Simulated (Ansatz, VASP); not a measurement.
**HfB: VASP beside Ansatz**

```
CELL_PARAMETERS angstrom
0.00000 2.31000 2.35620
2.31000 0.00000 2.35620
2.31000 2.31000 0.00000
ATOMIC_POSITIONS crystal
Hf 0.50000 0.50000 0.50000
B 0.00000 0.00000 0.00000
```

Change from the starting cell: zz strain of +2 %.

Alike in both runs: task single point; functional LDA; k mesh 15 × 15 × 15; occupations fermi-dirac, width 0.05 eV; no spin polarisation.

|  | VASP | Ansatz |
| --- | --- | --- |
| version | VASP 6.6.1 | Ansatz 0.2.0 |
| potentials or method | VASP PAW LDA potentials, release 64 (Hf_pv, B), cutoff 520 eV | all-electron LAPW, scalar-relativistic |

```csv
,VASP,Ansatz,Ansatz less VASP
pressure (GPa),15.0,13.5,-1.51
"traceless stress, the component that is largest in VASP (GPa)",-6.10,-5.98,+0.128
```

LDA's correlation is that of Perdew and Zunger in VASP and of Perdew and Wang (1992) in Ansatz. Ansatz ran all-electron here, and VASP with PAW potentials.

Neither program's run includes spin-orbit coupling.
